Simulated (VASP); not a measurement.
# Li2S (Fm-3m) in VASP: notebook

Li2S is run at these levels: PBE; tasks: single point.

Everything below comes from runs of VASP 6.6.1. Logs are shortened: lines on timing, memory, paths and dates and some standing lists are left out, and cuts for length are marked.

## Step 1: The cell of the first run

Symmetry: Fm-3m, No. 225, cubic system. Conventional cell: a = 5.689 Å, b = 5.689 Å, c = 5.689 Å, α = 90.00°, β = 90.00°, γ = 90.00°. Li (site symmetry -43m) has 4 S at 2.46 Å and 6 Li at 2.84 Å within 3.3 Å. Within 3.3 Å of S (site symmetry m-3m) lie 8 Li at 2.46 Å.

## Step 2: Single point, PBE

The input, INCAR:

```
SYSTEM = Li2S
PREC = Accurate
ENCUT = 750
EDIFF = 1E-6
ISMEAR = 0
SIGMA = 0.01
LREAL = .False.
LASPH = .True.
NELM = 120
ALGO = Normal
ISIF = 2
LWAVE = .False.
LCHARG = .False.
GGA = PE
NBANDS = 13
GGA_COMPAT = .False.
```

The input, KPOINTS:

```
regular mesh
0
Gamma
  2 2 2
  0 0 0
```

The input, POSCAR:

```
Li2S
1.0
    0.0000000000      2.8445000000      2.8445000000
    2.8445000000      0.0000000000      2.8445000000
    2.8445000000      2.8445000000      0.0000000000
Li S
2 1
Direct
    0.2500000000      0.2500000000      0.2500000000
    0.7500000000      0.7500000000      0.7500000000
    0.0000000000      0.0000000000      0.0000000000
```

Potentials or basis: VASP PAW PBE potentials, release 64 (Li_sv, S).

Started as:

```sh
$ cat potpaw_PBE.64/Li_sv/POTCAR potpaw_PBE.64/S/POTCAR > POTCAR
$ mpirun -np 1 vasp_std > vasp.out
```

OUTCAR:

```text
SYSTEM = Li2S
   PREC = Accurate
   ENCUT = 750
   EDIFF = 1E-6
   ISMEAR = 0
   LREAL = .False.
   LASPH = .True.
   NELM = 120
   ISIF = 2
   GGA = PE

 ion  position               nearest neighbor table
   1  0.250  0.250  0.250-   3 2.46   3 2.46   3 2.46   3 2.46
   2  0.750  0.750  0.750-   3 2.46   3 2.46   3 2.46   3 2.46
   3  0.000  0.000  0.000-   2 2.46   2 2.46   2 2.46   1 2.46   2 2.46   1 2.46   1 2.46   1 2.46

  LATTYP: Found a face centered cubic cell.
 ALAT       =     5.6890000000

  Lattice vectors:

 A1 = (   0.0000000000,   2.8445000000,   2.8445000000)
 A2 = (   2.8445000000,   0.0000000000,   2.8445000000)
 A3 = (   2.8445000000,   2.8445000000,   0.0000000000)

Analysis of symmetry for initial positions (statically):
=====================================================================
 Subroutine PRICEL returns:
 Original cell was already a primitive cell.

 Routine SETGRP: Setting up the symmetry group for a
 face centered cubic supercell.

 Subroutine GETGRP returns: Found 48 space group operations
 (whereof 48 operations were pure point group operations)
 out of a pool of 48 trial point group operations.

The static configuration has the point symmetry O_h .

Analysis of symmetry for dynamics (positions and initial velocities):
=====================================================================
 Subroutine PRICEL returns:
 Original cell was already a primitive cell.

 Routine SETGRP: Setting up the symmetry group for a
 face centered cubic supercell.

 Subroutine GETGRP returns: Found 48 space group operations
 (whereof 48 operations were pure point group operations)
 out of a pool of 48 trial point group operations.

The dynamic configuration has the point symmetry O_h .

 Subroutine INISYM returns: Found 48 space group operations
 (whereof 48 operations are pure point group operations),
 and found     1 'primitive' translations

----------------------------------------------------------------------------------------

                                     Primitive cell

  volume of cell :      46.0307

  direct lattice vectors                    reciprocal lattice vectors
     0.000000000  2.844500000  2.844500000    -0.175777817  0.175777817  0.175777817
     2.844500000  0.000000000  2.844500000     0.175777817 -0.175777817  0.175777817
     2.844500000  2.844500000  0.000000000     0.175777817  0.175777817 -0.175777817

  length of vectors
     4.022730478  4.022730478  4.022730478     0.304456110  0.304456110  0.304456110

  position of ions in fractional coordinates (direct lattice)
     0.250000000  0.250000000  0.250000000
     0.750000000  0.750000000  0.750000000
     0.000000000  0.000000000  0.000000000

  ion indices of the primitive-cell ions
   primitive index   ion index
                 1           1
                 2           2
                 3           3

----------------------------------------------------------------------------------------

 KPOINTS: regular mesh

Automatic generation of k-mesh.
 Grid dimensions read from file:
 generate k-points for:    2    2    2

 Generating k-lattice:

  Cartesian coordinates                     Fractional coordinates (reciprocal lattice)
    -0.087888908  0.087888908  0.087888908     0.500000000  0.000000000  0.000000000
     0.087888908 -0.087888908  0.087888908     0.000000000  0.500000000  0.000000000
     0.087888908  0.087888908 -0.087888908     0.000000000  0.000000000  0.500000000

  Length of vectors
     0.152228055  0.152228055  0.152228055

  Shift w.r.t. Gamma in fractional coordinates (k-lattice)
     0.000000000  0.000000000  0.000000000

 Subroutine IBZKPT returns following result:
 ===========================================

 Found      3 irreducible k-points:

 Following reciprocal coordinates:
            Coordinates               Weight
  0.000000  0.000000  0.000000      1.000000
  0.500000  0.000000  0.000000      4.000000
  0.500000  0.500000  0.000000      3.000000
   k-points           NKPTS =      3   k-points in BZ     NKDIM =      3   number of bands    NBANDS=     13
   number of dos      NEDOS =    301   number of ions     NIONS =      3
   total plane-waves  NPLWV =  46656
   dimension x,y,z NGX =    36 NGY =   36 NGZ =   36
   dimension x,y,z NGXF=    72 NGYF=   72 NGZF=   72
   ions per type =               2   1
   NGX,Y,Z   is equivalent  to a cutoff of  14.88, 14.88, 14.88 a.u.
   NGXF,Y,Z  is equivalent  to a cutoff of  29.76, 29.76, 29.76 a.u.
 SYSTEM =  Li2S
   PREC   = accura    normal or accurate (medium, high low for compatibility)
   ISTART =      0    job   : 0-new  1-cont  2-samecut
   ICHARG =      2    charge: 1-file 2-atom 10-const
   ISPIN  =      1    spin polarized calculation?
   LNONCOLLINEAR =      F non collinear calculations
   LSORBIT =      F    spin-orbit coupling
   LASPH  =      T    aspherical Exc in radial PAW
   ENCUT  =  750.0 eV  55.12 Ry    7.42 a.u.   8.98  8.98  8.98*2*pi/ulx,y,z
   NELM   =    120;   NELMIN=  2; NELMDL= -5     # of ELM steps
   EDIFF  = 0.1E-05   stopping-criterion for ELM
   LREAL  =      F    real-space projection
   EDIFFG = 0.1E-04   stopping-criterion for IOM
   NSW    =      0    number of steps for IOM
   IBRION =     -1    ionic relax: 0-MD 1-quasi-New 2-CG
   NFREE  =      0    steps in history (QN), initial steepest desc. (CG)
   ISIF   =      2    stress and relaxation
   ISYM   =      2    0-nonsym 1-usesym 2-fastsym
   POTIM  = 0.5000    time-step for ionic-motion
   TEBEG  =    0.0;   TEEND  =   0.0 temperature during run
   PSTRESS=    0.0 pullay stress
   NELECT =      12.0000    total number of electrons
   NUPDOWN=      -1.0000    fix difference up-down
   EMIN   =  10.00;   EMAX   =-10.00  energy-range for DOS
   EFERMI =   0.00;   METHOD = LEGACY
   ISMEAR =     0;   SIGMA  =   0.01  broadening in eV -4-tet -1-fermi 0-gaus
   EFERMI_NEDOS =   21; number of points for ismear=-14 and -15
   IALGO  =     38    algorithm
   IMIX   =      4    mixing-type and parameters
     AMIX     =   0.40;   BMIX     =  1.00
     AMIX_MAG =   1.60;   BMIX_MAG =  1.00
  volume/ion in A,a.u.               =      15.34       103.54
  Fermi-wavevector in a.u.,A,eV,Ry     =   1.045810  1.976294 14.880934  1.093718
  Thomas-Fermi vector in A             =   2.180621
   LORBIT       =      0    0 simple, 1 ext, 2 COOP (PROOUT), +10 PAW based schemes
   GGA     = PE    functional components
   LHFCALC =     F    Hartree Fock is set to
   AEXX    =    0.0000 exact exchange contribution
   IVDW    =     0    specifies the selected vdW correction
   LEPSILON=     F    determine dielectric tensor
   LRPA    =     F    only Hartree local field effects (RPA)
 non-spin polarized calculation
 Gauss-broadening in eV      SIGMA  =   0.01
  energy-cutoff  :      750.00
  volume of cell :       46.03
 maximum number of plane-waves:      2164
 NGX is ok and might be reduce to    36
   NGX = 17   NGY = 17   NGZ = 17

 number of electron      11.9999998 magnetization

 Free energy of the ion-electron system (eV)
  ---------------------------------------------------
  ext. energy  EPLUGINS =         0.00000000
  ---------------------------------------------------
  free energy    TOTEN  =       -11.42719768 eV

  energy without entropy =      -11.42719768  energy(sigma->0) =      -11.42719768

 E-fermi :   1.8122     XC(G=0):  -8.4282

 val. band max:        1.7307277059   @ k =   0.0000   0.0000   0.0000
 cond. band min:       5.0005518517   @ k =   0.5000   0.5000   0.0000
 fundamental gap:      3.2698241459
 Fermi energy:         1.8121578494

 k-point     1 :       0.0000    0.0000    0.0000
  band No.  band energies     occupation
      1     -42.7664      2.00000
      2     -42.7236      2.00000
      3      -9.2824      2.00000
      4       1.7307      2.00000
      5       1.7307      2.00000
      6       1.7307      2.00000
      7       5.9537      0.00000
      8       7.8033      0.00000
      9       7.8033      0.00000
     10       7.8033      0.00000
     11      12.7990      0.00000
     12      12.7990      0.00000
     13      14.0170      0.00000

 k-point     2 :       0.5000    0.0000    0.0000
  band No.  band energies     occupation
      1     -42.7442      2.00000
      2     -42.7441      2.00000
      3      -8.8298      2.00000
      4      -1.2307      2.00000
      5       1.2034      2.00000
      6       1.2034      2.00000
      7       7.7318      0.00000
      8       8.1551      0.00000
      9       8.1551      0.00000
     10      10.1499      0.00000
     11      14.4254      0.00000
     12      14.4254      0.00000
     13      14.6864      0.00000

 k-point     3 :       0.5000    0.5000    0.0000
  band No.  band energies     occupation
      1     -42.7510      2.00000
      2     -42.7368      2.00000
      3      -8.6983      2.00000
      4      -0.5026      2.00000
      5       0.2591      2.00000
      6       0.2591      2.00000
      7       5.0006      0.00000
      8       8.6773      0.00000
      9      12.7764      0.00000
     10      12.7764      0.00000
     11      13.8415      0.00000
     12      14.1076      0.00000
     13      14.1076      0.00000

------------------------ aborting loop because EDIFF is reached ----------------------------------------

  FORCE on cell =-STRESS in cart. coord.  units (eV):
  Direction    XX          YY          ZZ          XY          YZ          ZX
  --------------------------------------------------------------------------------------
  -------------------------------------------------------------------------------------
  Total        0.8693510      0.8693510      0.8693510      0.0000000     -0.0000000      0.0000000
  in kB       30.2592327     30.2592327     30.2592327      0.0000000     -0.0000000      0.0000000
  external PRESSURE =      30.2592327 kB  Pullay stress =       0.0000000 kB

 VOLUME and BASIS-vectors are now :
 -----------------------------------------------------------------------------
  energy-cutoff  :      750.00
  volume of cell :       46.03
      direct lattice vectors                 reciprocal lattice vectors
     0.000000000  2.844500000  2.844500000    -0.175777817  0.175777817  0.175777817
     2.844500000  0.000000000  2.844500000     0.175777817 -0.175777817  0.175777817
     2.844500000  2.844500000  0.000000000     0.175777817  0.175777817 -0.175777817

 POSITION                                       TOTAL-FORCE (eV/Angst)
 -----------------------------------------------------------------------------------
      1.42225      1.42225      1.42225         0.000000      0.000000     -0.000000
      4.26675      4.26675      4.26675        -0.000000     -0.000000     -0.000000
      0.00000      0.00000      0.00000         0.000000      0.000000      0.000000
 -----------------------------------------------------------------------------------
    total drift:                                0.000000      0.000000      0.000000

  FREE ENERGIE OF THE ION-ELECTRON SYSTEM (eV)
  ---------------------------------------------------
  free  energy   TOTEN  =       -11.4271976782 eV

  energy  without entropy=      -11.4271976782  energy(sigma->0) =      -11.42719768
```

Run time: 3 s. Hardware: 1 thread of Intel Xeon 6975P-C (Granite Rapids), shared host; peak memory 0.18 GiB.

What came out:

| Item | Value |
| --- | --- |
| Free energy | -11.4272 eV |
| Pressure | 3.0 GPa |
| Band gap on the k mesh | 3.27 eV (least direct gap 4.22 eV) |

Levels at points of the mesh, in eV from the valence-band top:
```tsv
k point	band 4	band 5	band 6	band 7	band 8	band 9
(0.00, 0.00, 0.00)	0.00	0.00	0.00	4.22	6.07	6.07
(0.50, 0.00, 0.00)	-2.96	-0.53	-0.53	6.00	6.42	6.42
(0.50, 0.50, 0.00)	-2.23	-1.47	-1.47	3.27	6.95	11.05
```

Caveat: the k points lie up to 0.96 Å⁻¹ apart. A k mesh can miss the band edges.

[end of part 1 of 2]
